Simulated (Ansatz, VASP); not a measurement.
## Two plane-wave programs on Hf3ZrTe8

```
Zr Hf Te
1.0
    -0.01072   -0.00503    7.20273
     7.93671    0.00079   -0.01197
    -3.96776    6.87387    0.00153
Zr Hf Te
1 3 8
Direct
  0.00015 0.99991 0.99994
  0.00007 0.00008 0.49996
  0.99994 0.50003 0.00018
  0.99997 0.49998 0.49996
  0.75217 0.33429 0.16732
  0.75333 0.33243 0.66635
  0.75215 0.83137 0.16751
  0.75220 0.83135 0.66433
  0.24780 0.16875 0.33574
  0.24767 0.16867 0.83270
  0.24677 0.66776 0.33359
  0.24776 0.66538 0.83243
```

Change from the starting cell: cell x1, atoms moved at random (sigma 0.1 Å) and cell strained at random (1.5 %), then relaxed without symmetry.

Alike in both runs: functional PBE; k mesh 4 × 3 × 3; occupations gaussian, width 0.2 eV; no spin polarisation.

Ansatz relaxed the structure, and its values are those at the end. VASP's run is a single point on that final structure, the one shown.

|  | VASP | Ansatz |
| --- | --- | --- |
| version | VASP 6.6.1 | Ansatz 0.2.0 |
| potentials or method | VASP PAW PBE potentials, release 64 (Zr_sv, Hf_pv, Te), cutoff 520 eV | scalar-relativistic, plane waves, PAW |
| valence electrons in the cell | 90 | 218 |

```csv
,VASP,Ansatz,Ansatz less VASP
gap on the k mesh at the Fermi level (eV),none,none,-
pressure (GPa),-0.1,0.0,+0.12
rms of the force components (eV/Å),0.011,0.006,-0.0054
```

A gap of «none» marks a metal or a gap that the smearing closes. With one functional, cell and mesh, what is left measures potentials, basis and numerics. VASP's potentials hold 90 valence electrons a cell and Ansatz's 218, so a difference there can come from the potentials and not from the codes.

Neither program's run includes spin-orbit coupling.
